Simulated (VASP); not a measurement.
# SiO2 (Cristobalite) (P4_12_12) in VASP: a series of runs, part 2 of 2

VASP 6.6.1.

## 3. Electric field gradients, r2SCAN

The input, POSCAR:

```
SiO2
1.0
    4.9028000000      0.0000000000      0.0000000000
    0.0000000000      4.9028000000      0.0000000000
    0.0000000000      0.0000000000      6.7782000000
Si O
4 8
Direct
    0.3126075599      0.3126075599      0.0000000000
    0.1873924401      0.8126075599      0.2500000000
    0.6873924401      0.6873924401      0.5000000000
    0.8126075599      0.1873924401      0.7500000000
    0.2333812037      0.1309559530      0.1923808116
    0.3690440470      0.7333812037      0.4423808116
    0.7666187963      0.8690440470      0.6923808116
    0.6309559530      0.2666187963      0.9423808116
    0.7333812037      0.3690440470      0.5576191884
    0.8690440470      0.7666187963      0.3076191884
    0.2666187963      0.6309559530      0.0576191884
    0.1309559530      0.2333812037      0.8076191884
```

The input, INCAR.step1:

```
PREC     = Accurate       # precision mode
ENCUT    = 520            # plane-wave cutoff, eV
ISMEAR   = -1             # smearing method
SIGMA    = 0.02           # smearing width, eV
LREAL    = False          # projectors in reciprocal space
LASPH    = True           # aspherical terms in the spheres
NELM     = 60             # most SCF steps
NBANDS   = 44             # bands
GGA      = PE             # functional
ALGO     = Normal         # electronic algorithm
EDIFF    = 1E-4           # SCF threshold, eV
LWAVE    = True           # write WAVECAR
LCHARG   = False          # write CHGCAR
```

The input, INCAR.step2:

```
PREC     = Accurate       # precision mode
ENCUT    = 520            # plane-wave cutoff, eV
EDIFF    = 1E-8           # SCF threshold, eV
ISMEAR   = -1             # smearing method
SIGMA    = 0.02           # smearing width, eV
LREAL    = False          # projectors in reciprocal space
LASPH    = True           # aspherical terms in the spheres
NELM     = 60             # most SCF steps
ALGO     = Normal         # electronic algorithm
ISIF     = 2              # what is computed and relaxed
LWAVE    = False          # write WAVECAR
LCHARG   = False          # write CHGCAR
METAGGA  = R2SCAN         # meta-GGA
LMIXTAU  = True         
LEFG     = True         
NBANDS   = 44             # bands
ISTART   = 1
```

The input, KPOINTS:

```
regular mesh
0
Gamma
  5 5 4
```

Potentials or basis: VASP PAW PBE potentials, release 64 (Si, O).

Run with:

```
cat potpaw_PBE.64/Si/POTCAR potpaw_PBE.64/O/POTCAR > POTCAR
cp INCAR.step1 INCAR
mpirun -np 1 vasp_std > vasp.out
cp INCAR.step2 INCAR
mpirun -np 1 vasp_std > vasp.out
```

OUTCAR:

```text
PREC = Accurate
   ENCUT = 520
   EDIFF = 1E-8
   ISMEAR = -1
   LREAL = False
   LASPH = True
   NELM = 60
   ISIF = 2
   METAGGA = R2SCAN
   ISTART = 1

 ion  position               nearest neighbor table
   1  0.313  0.313  0.000-   8 1.62  11 1.62   5 1.63  12 1.63   2 3.04   4 3.04   2 3.04   4 3.04

   2  0.187  0.813  0.250-   5 1.62  10 1.62   6 1.63  11 1.63   1 3.04   3 3.04   1 3.04   3 3.04

   3  0.687  0.687  0.500-   6 1.62   9 1.62   7 1.63  10 1.63   2 3.04   4 3.04   4 3.04   2 3.04

   4  0.813  0.187  0.750-   7 1.62  12 1.62   9 1.63   8 1.63   1 3.04   3 3.04   3 3.04   1 3.04

   5  0.233  0.131  0.192-   2 1.62   1 1.63
   6  0.369  0.733  0.442-   3 1.62   2 1.63
   7  0.767  0.869  0.692-   4 1.62   3 1.63
   8  0.631  0.267  0.942-   1 1.62   4 1.63
   9  0.733  0.369  0.558-   3 1.62   4 1.63
  10  0.869  0.767  0.308-   2 1.62   3 1.63
  11  0.267  0.631  0.058-   1 1.62   2 1.63
  12  0.131  0.233  0.808-   4 1.62   1 1.63

  LATTYP: Found a simple tetragonal cell.
 ALAT       =     4.9028000000
 C/A-ratio  =     1.3825161132

  Lattice vectors:

 A1 = (   4.9028000000,   0.0000000000,   0.0000000000)
 A2 = (   0.0000000000,   4.9028000000,   0.0000000000)
 A3 = (   0.0000000000,   0.0000000000,   6.7782000000)

Analysis of symmetry for initial positions (statically):
=====================================================================
 Subroutine PRICEL returns:
 Original cell was already a primitive cell.

 Routine SETGRP: Setting up the symmetry group for a
 simple tetragonal supercell.

 Subroutine GETGRP returns: Found  8 space group operations
 (whereof  2 operations were pure point group operations)
 out of a pool of 16 trial point group operations.

The static configuration has the point symmetry C_2 .
 The point group associated with its full space group is D_4 .

Analysis of symmetry for dynamics (positions and initial velocities):
=====================================================================
 Subroutine PRICEL returns:
 Original cell was already a primitive cell.

 Routine SETGRP: Setting up the symmetry group for a
 simple tetragonal supercell.

 Subroutine GETGRP returns: Found  8 space group operations
 (whereof  2 operations were pure point group operations)
 out of a pool of 16 trial point group operations.

The dynamic configuration has the point symmetry C_2 .
 The point group associated with its full space group is D_4 .

 Subroutine INISYM returns: Found  8 space group operations
 (whereof  2 operations are pure point group operations),
 and found     1 'primitive' translations

----------------------------------------------------------------------------------------

                                     Primitive cell

  volume of cell :     162.9306

  direct lattice vectors                    reciprocal lattice vectors
     4.902800000  0.000000000  0.000000000     0.203965081  0.000000000  0.000000000
     0.000000000  4.902800000  0.000000000     0.000000000  0.203965081  0.000000000
[... 150 lines left out ...]
 Fermi energy:         0.5422392988

 k-point     1 :       0.0000    0.0000    0.0000
  band No.  band energies     occupation
      1     -20.3266      2.00000
      2     -19.4136      2.00000
      3     -19.4136      2.00000
      4     -18.3109      2.00000
      5     -18.2271      2.00000
      6     -18.2271      2.00000
[... 835 lines left out ...]
     43      11.6388      0.00000
     44      11.6388      0.00000

------------------------ aborting loop because EDIFF is reached ----------------------------------------

  FORCE on cell =-STRESS in cart. coord.  units (eV):
  Direction    XX          YY          ZZ          XY          YZ          ZX
  --------------------------------------------------------------------------------------
  -------------------------------------------------------------------------------------
  Total       -2.3549341     -2.3549341     -3.1304966      0.0000000      0.0000000      0.0000000
  in kB      -23.1572298    -23.1572298    -30.7837189      0.0000000      0.0000000      0.0000000
  external PRESSURE =     -25.6993929 kB  Pullay stress =       0.0000000 kB

 VOLUME and BASIS-vectors are now :
 -----------------------------------------------------------------------------
  energy-cutoff  :      520.00
  volume of cell :      162.93
      direct lattice vectors                 reciprocal lattice vectors
     4.902800000  0.000000000  0.000000000     0.203965081  0.000000000  0.000000000
     0.000000000  4.902800000  0.000000000     0.000000000  0.203965081  0.000000000
     0.000000000  0.000000000  6.778200000     0.000000000  0.000000000  0.147531793

 POSITION                                       TOTAL-FORCE (eV/Angst)
 -----------------------------------------------------------------------------------
      1.53265      1.53265      0.00000         0.052535      0.052535      0.000000
      0.91875      3.98405      1.69455        -0.052535      0.052535      0.000000
      3.37015      3.37015      3.38910        -0.052535     -0.052535      0.000000
      3.98405      0.91875      5.08365         0.052535     -0.052535      0.000000
      1.14422      0.64205      1.30400         0.052042     -0.159670     -0.272229
      1.80935      3.59562      2.99855         0.159670      0.052042     -0.272229
      3.75858      4.26075      4.69310        -0.052042      0.159670     -0.272229
      3.09345      1.30718      6.38765        -0.159670     -0.052042     -0.272229
      3.59562      1.80935      3.77965         0.052042      0.159670      0.272229
      4.26075      3.75858      2.08510         0.159670     -0.052042      0.272229
      1.30718      3.09345      0.39055        -0.052042     -0.159670      0.272229
      0.64205      1.14422      5.47420        -0.159670      0.052042      0.272229
 -----------------------------------------------------------------------------------
    total drift:                               -0.000000      0.000000      0.000000

  FREE ENERGIE OF THE ION-ELECTRON SYSTEM (eV)
  ---------------------------------------------------
  free  energy   TOTEN  =      -119.0848595427 eV

  energy  without entropy=     -119.0848595427  energy(sigma->0) =     -119.08485954

 Electric field gradients (V/A^2)
---------------------------------------------------------------------
 ion       V_xx      V_yy      V_zz      V_xy      V_xz      V_yz
---------------------------------------------------------------------
   1      -0.067    -0.067     0.134     0.688     3.198    -3.198
   2      -0.067    -0.067     0.134    -0.688     3.198     3.198
   3      -0.067    -0.067     0.134     0.688    -3.198     3.198
   4      -0.067    -0.067     0.134    -0.688    -3.198    -3.198
   5     -47.856    42.884     4.972    21.688   -17.115   -52.853
   6      42.884   -47.856     4.972   -21.688    52.853   -17.115
   7     -47.856    42.884     4.972    21.688    17.115    52.853
   8      42.884   -47.856     4.972   -21.688   -52.853    17.115
   9     -47.856    42.884     4.972   -21.688    17.115   -52.853
  10      42.884   -47.856     4.972    21.688   -52.853   -17.115
  11     -47.856    42.884     4.972   -21.688   -17.115    52.853
  12      42.884   -47.856     4.972    21.688    52.853    17.115
---------------------------------------------------------------------

 Electric field gradients after diagonalization (V/A^2)
 (convention: |V_zz| > |V_xx| > |V_yy|)
----------------------------------------------------------------------
 ion       V_xx      V_yy      V_zz     asymmetry (V_yy - V_xx)/ V_zz
----------------------------------------------------------------------
   1       4.234     0.621    -4.855       0.744
   2       4.234     0.621    -4.855       0.744
   3       4.234     0.621    -4.855       0.744
   4       4.234     0.621    -4.855       0.744
   5     -53.654   -32.119    85.773       0.251
   6     -53.654   -32.119    85.773       0.251
   7     -53.654   -32.119    85.773       0.251
   8     -53.654   -32.119    85.773       0.251
   9     -53.654   -32.119    85.773       0.251
  10     -53.654   -32.119    85.773       0.251
  11     -53.654   -32.119    85.773       0.251
  12     -53.654   -32.119    85.773       0.251
----------------------------------------------------------------------

           NMR quadrupolar parameters

 Cq : quadrupolar parameter    Cq=e*Q*V_zz/h
 eta: asymmetry parameters     (V_yy - V_xx)/ V_zz
 Q  : nuclear electric quadrupole moment in mb (millibarn)
----------------------------------------------------------------------
 ion       Cq(MHz)       eta       Q (mb)
----------------------------------------------------------------------
   1      -0.012       0.744       1.000
   2      -0.012       0.744       1.000
   3      -0.012       0.744       1.000
   4      -0.012       0.744       1.000
   5       0.207       0.251       1.000
   6       0.207       0.251       1.000
   7       0.207       0.251       1.000
   8       0.207       0.251       1.000
   9       0.207       0.251       1.000
  10       0.207       0.251       1.000
  11       0.207       0.251       1.000
  12       0.207       0.251       1.000
----------------------------------------------------------------------
```

It took 7.3 min on 1 thread of Intel Xeon Platinum 8259CL at 2.50GHz (Skylake/Cascade Lake), shared host; peak memory 0.3 GiB.

Results:

| Quantity | Value |
| --- | --- |
| Free energy | -119.0849 eV |
| Pressure | -2.6 GPa |
| Largest force | 0.320 eV/Å |
| Band gap on the k mesh | 6.35 eV, direct |

Forces in eV/Å, atoms in the order of the input:
```
Si   0.053  0.053  0.000
Si  -0.053  0.053  0.000
Si  -0.053 -0.053  0.000
Si   0.053 -0.053  0.000
O    0.052 -0.160 -0.272
O    0.160  0.052 -0.272
O   -0.052  0.160 -0.272
O   -0.160 -0.052 -0.272
O    0.052  0.160  0.272
O    0.160 -0.052  0.272
O   -0.052 -0.160  0.272
O   -0.160  0.052  0.272
```

Stress tensor (GPa, compression positive):
```
-2.32  0.00  0.00
 0.00 -2.32  0.00
 0.00  0.00 -3.08
```

Electric field gradients, principal values (V/Å²):
```csv
atom,least,middle,greatest (by size)
1 Si,0.621,4.234,-4.855
2 Si,0.621,4.234,-4.855
3 Si,0.621,4.234,-4.855
4 Si,0.621,4.234,-4.855
5 O,-32.119,-53.654,85.773
6 O,-32.119,-53.654,85.773
7 O,-32.119,-53.654,85.773
8 O,-32.119,-53.654,85.773
9 O,-32.119,-53.654,85.773
10 O,-32.119,-53.654,85.773
11 O,-32.119,-53.654,85.773
12 O,-32.119,-53.654,85.773
```

Caveat: without QUAD_EFG the Cq values of the log hold for a quadrupole moment of 1 mb, not for the nuclei; the PAW data sets were made with another functional, which shifts forces and pressure a little.
